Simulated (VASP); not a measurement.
Input of a VASP 6.6.1 run:

Contents of INCAR:

```
PREC = Accurate
ENCUT = 520
EDIFF = 1E-6
ISMEAR = 0
SIGMA = 0.05
LREAL = F
LASPH = T
NELM = 60
ALGO = Normal
ISIF = 2
LWAVE = F
LCHARG = F
GGA = PE
NBANDS = 14
```

KPOINTS

```
Automatic mesh
0
Gamma
  8 8 8
```

The input POSCAR:

```
NaF
1.0
    0.0000000000      2.3233000000      2.3233000000
    2.3233000000      0.0000000000      2.3233000000
    2.3233000000      2.3233000000      0.0000000000
Na F
1 1
Direct
    0.0000000000      0.0000000000      0.0000000000
    0.5322816683      0.5322816683      0.4677183317
```

Potentials or basis: VASP PAW PBE potentials, release 64 (Na_pv, F).

Command:

```sh
$ cat potpaw_PBE.64/Na_pv/POTCAR potpaw_PBE.64/F/POTCAR > POTCAR
$ mpirun -np 1 vasp_std > vasp.out
```

(1) What does it give for the pressure?

(2) What does it give for the band gap on the k mesh?

(3) What does it give for the largest force?

Answers

(1) 2.3 GPa.

(2) 6.26 eV, direct.

(3) 0.401 eV/Å.

Caveat: the cell differs from its parent crystal (all F atoms moved +0.150 Å, as atom 2 along Cartesian [0 0 1]).
